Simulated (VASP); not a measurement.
# BaTiO3 (P4mm) in VASP: notebook, part 2 of 2

VASP 6.6.1.

### Step 3. Relaxation of the atoms, PBE (z stretched by +1 %)

File INCAR:

```
PREC = Accurate ; ENCUT = 520
EDIFF = 1E-7 ; ISMEAR = -1
SIGMA = 0.02 ; LREAL = F
LASPH = T ; NELM = 80
ALGO = Normal ; ISIF = 2
LWAVE = F ; LCHARG = F
GGA = PE ; IBRION = 2
NSW = 80 ; EDIFFG = -0.02
```

File KPOINTS:

```
Automatic mesh
0
Gamma
  8 8 8
```

File POSCAR:

```
BaTiO3
1.0
    3.9998000000      0.0000000000      0.0000000000
    0.0000000000      3.9998000000      0.0000000000
    0.0000000000      0.0000000000      4.0581800000
Ba Ti O
1 1 3
Direct
    0.0000000000      0.0000000000     -0.0029689668
    0.5000000000      0.5000000000      0.4826505826
    0.5000000000      0.5000000000      0.0222697536
    0.5000000000      0.0000000000      0.5130243154
    0.0000000000      0.5000000000      0.5130243154
```

Potentials or basis: VASP PAW PBE potentials, release 64 (Ba_sv, Ti_sv, O).

Command:

```sh
cat potpaw_PBE.64/Ba_sv/POTCAR potpaw_PBE.64/Ti_sv/POTCAR potpaw_PBE.64/O/POTCAR > POTCAR
mpirun -np 1 vasp_std > vasp.out
```

OUTCAR:

```text
PREC = Accurate
   ENCUT = 520
   EDIFF = 1E-7
   ISMEAR = -1
   LREAL = F
   LASPH = T
   NELM = 80
   ISIF = 2
   GGA = PE
   IBRION = 2
   NSW = 80
   EDIFFG = -0.02

 ion  position               nearest neighbor table
   1  0.000  0.000  0.997-   4 2.80   5 2.80   5 2.80   4 2.80   3 2.83   3 2.83   3 2.83   3 2.83
                             4 2.90   5 2.90   5 2.90   4 2.90   2 3.45   2 3.45   2 3.45   2 3.45
   2  0.500  0.500  0.483-   3 1.87   4 2.00   5 2.00   4 2.00   5 2.00   3 2.19   1 3.45   1 3.45
                             1 3.45   1 3.45   1 3.52   1 3.52   1 3.52   1 3.52
   3  0.500  0.500  0.022-   2 1.87   2 2.19   1 2.83   1 2.83   1 2.83   1 2.83
   4  0.500  0.000  0.513-   2 2.00   2 2.00   1 2.80   1 2.80   1 2.90   1 2.90
   5  0.000  0.500  0.513-   2 2.00   2 2.00   1 2.80   1 2.80   1 2.90   1 2.90

  LATTYP: Found a simple tetragonal cell.
 ALAT       =     3.9998000000
 C/A-ratio  =     1.0145957298

  Lattice vectors:

 A1 = (   3.9998000000,   0.0000000000,   0.0000000000)
 A2 = (   0.0000000000,   3.9998000000,   0.0000000000)
 A3 = (   0.0000000000,   0.0000000000,   4.0581800000)

Analysis of symmetry for initial positions (statically):
=====================================================================
 Subroutine PRICEL returns:
 Original cell was already a primitive cell.

 Routine SETGRP: Setting up the symmetry group for a
 simple tetragonal supercell.

 Subroutine GETGRP returns: Found  8 space group operations
 (whereof  8 operations were pure point group operations)
 out of a pool of 16 trial point group operations.

The static configuration has the point symmetry C_4v.

Analysis of symmetry for dynamics (positions and initial velocities):
=====================================================================
 Subroutine PRICEL returns:
 Original cell was already a primitive cell.

 Routine SETGRP: Setting up the symmetry group for a
 simple tetragonal supercell.

[... 136 lines left out ...]
   LHFCALC =     F    Hartree Fock is set to
   AEXX    =    0.0000 exact exchange contribution
   IVDW    =     0    specifies the selected vdW correction
   LEPSILON=     F    determine dielectric tensor
   LRPA    =     F    only Hartree local field effects (RPA)
 conjugate gradient relaxation of ions
 non-spin polarized calculation
  energy-cutoff  :      520.00
  volume of cell :       64.92
 maximum number of plane-waves:      1775
 NGX is ok and might be reduce to    30
   NGX = 15   NGY = 15   NGZ = 15

--------------------------------------- Ionic step        1  -------------------------------------------

 number of electron      39.9999981 magnetization

 Free energy of the ion-electron system (eV)
  ---------------------------------------------------
  ext. energy  EPLUGINS =         0.00000000
  ---------------------------------------------------
  free energy    TOTEN  =       -40.00754339 eV

  energy without entropy =      -40.00754339  energy(sigma->0) =      -40.00754339

------------------------ aborting loop because EDIFF is reached ----------------------------------------

  FORCE on cell =-STRESS in cart. coord.  units (eV):
  Direction    XX          YY          ZZ          XY          YZ          ZX
  --------------------------------------------------------------------------------------
  -------------------------------------------------------------------------------------
  Total        1.2169099      1.2169099      1.4187479      0.0000000     -0.0000000      0.0000000
  in kB       30.0304018     30.0304018     35.0112780      0.0000000     -0.0000000      0.0000000
  external PRESSURE =      31.6906939 kB  Pullay stress =       0.0000000 kB
[... 65 lines left out ...]
--------------------------------------- Ionic step        3  -------------------------------------------

 number of electron      39.9999983 magnetization

 Free energy of the ion-electron system (eV)
  ---------------------------------------------------
  ext. energy  EPLUGINS =         0.00000000
  ---------------------------------------------------
  free energy    TOTEN  =       -40.00889350 eV

  energy without entropy =      -40.00889350  energy(sigma->0) =      -40.00889350

 E-fermi :   4.4111     XC(G=0): -11.1834

 val. band max:        3.8280057472   @ k =   0.5000   0.5000   0.5000
 cond. band min:       5.6048085647   @ k =   0.0000   0.0000   0.0000
 fundamental gap:      1.7768028175
 Fermi energy:         4.4111195480

 k-point     1 :       0.0000    0.0000    0.0000
  band No.  band energies     occupation
      1     -52.7771      2.00000
      2     -29.0539      2.00000
      3     -28.9840      2.00000
      4     -28.9840      2.00000
      5     -21.1323      2.00000
      6     -13.1269      2.00000
[... 637 lines left out ...]
     23       7.3886      0.00000
     24       8.4660      0.00000

 [... further k-points ...]

------------------------ aborting loop because EDIFF is reached ----------------------------------------

  FORCE on cell =-STRESS in cart. coord.  units (eV):
  Direction    XX          YY          ZZ          XY          YZ          ZX
  --------------------------------------------------------------------------------------
  -------------------------------------------------------------------------------------
  Total        1.2612826      1.2612826      1.7931601      0.0000000      0.0000000      0.0000000
  in kB       31.1254138     31.1254138     44.2508682      0.0000000      0.0000000      0.0000000
  external PRESSURE =      35.5005652 kB  Pullay stress =       0.0000000 kB
[... 20 lines left out ...]
  FREE ENERGIE OF THE ION-ELECTRON SYSTEM (eV)
  ---------------------------------------------------
  free  energy   TOTEN  =       -40.0088935015 eV

  energy  without entropy=      -40.0088935015  energy(sigma->0) =      -40.00889350

 reached required accuracy - stopping structural energy minimisation
```

OSZICAR:

```text
N       E                     dE             d eps       ncg     rms          rms(c)
DAV:   1     0.461215502104E+03    0.46122E+03   -0.21529E+04  3600   0.181E+03
DAV:   2    -0.197571195663E+01   -0.46319E+03   -0.45493E+03  4528   0.495E+02
DAV:   3    -0.488154741802E+02   -0.46840E+02   -0.46258E+02  5336   0.148E+02
[... 30 lines left out ...]
DAV:   3    -0.400089019960E+02    0.51989E-05   -0.33282E-04  5032   0.135E-01    0.421E-02
DAV:   4    -0.400088942150E+02    0.77809E-05   -0.53383E-05  4584   0.686E-02    0.212E-02
DAV:   5    -0.400088937178E+02    0.49723E-06   -0.16489E-05  4352   0.332E-02    0.516E-03
DAV:   6    -0.400088935019E+02    0.21587E-06   -0.26385E-06  4512   0.152E-02    0.270E-03
DAV:   7    -0.400088935015E+02    0.40245E-09   -0.57398E-07  4224   0.703E-03
   3 F= -.40008894E+02 E0= -.40008894E+02  d E =-.135011E-02
```

CONTCAR:

```text
BaTiO3
   1.00000000000000
     3.9998000000000000    0.0000000000000000    0.0000000000000000
     0.0000000000000000    3.9998000000000000    0.0000000000000000
     0.0000000000000000    0.0000000000000000    4.0581800000000001
  Ba              Ti              O
     1     1     3
Direct
     0.0000000000000000    0.0000000000000000    0.9972574474193040
     0.5000000000000000    0.5000000000000000    0.4804680675796563
     0.5000000000000000    0.5000000000000000    0.0247483912556535
     0.5000000000000000    0.0000000000000000    0.5127630469726978
     0.0000000000000000    0.5000000000000000    0.5127630469726978

  0.00000000E+00  0.00000000E+00  0.00000000E+00
  0.00000000E+00  0.00000000E+00  0.00000000E+00
  0.00000000E+00  0.00000000E+00  0.00000000E+00
  0.00000000E+00  0.00000000E+00  0.00000000E+00
  0.00000000E+00  0.00000000E+00  0.00000000E+00
```

Run time: 2.8 min. Hardware: 1 thread of Intel Xeon Platinum 8488C (Sapphire Rapids), shared host; peak memory 0.26 GiB.

What came out:

- Free energy: -40.0089 eV
- Energy gained by relaxing: 0.3 meV/atom
- Ionic steps: 3
- Pressure after relaxing: 3.6 GPa
- Largest force after relaxing: 0.018 eV/Å
- Band gap on the k mesh: 1.78 eV (least direct gap 2.17 eV)

Forces on the atoms (eV/Å):
```
Ba   0.000  0.000 -0.018
Ti   0.000  0.000 -0.011
O    0.000  0.000 -0.005
O    0.000  0.000  0.017
O    0.000  0.000  0.017
```

The path:
| step | energy change (eV) | largest force (eV/Å) | pressure (GPa) |
| --- | --- | --- | --- |
| 1 | 0.0000 | 0.1435 | 3.17 |
| 2 | -0.0012 | 0.0509 | 3.42 |
| 3 | -0.0014 | 0.0176 | 3.55 |

Final structure:
```xyz
5
Lattice="3.9998 0.0000 0.0000 0.0000 3.9998 0.0000 0.0000 0.0000 4.0582" Properties=species:S:1:pos:R:3 pbc="T T T"
Ba    0.0000    0.0000    4.0471
Ti    1.9999    1.9999    1.9498
O     1.9999    1.9999    0.1004
O     1.9999    0.0000    2.0809
O     0.0000    1.9999    2.0809
```

Caveat: the cell differs from its parent crystal (z stretched by +1 %); spin-orbit coupling is left out, which moves the levels of the heavy elements. A k mesh can miss the band edges.
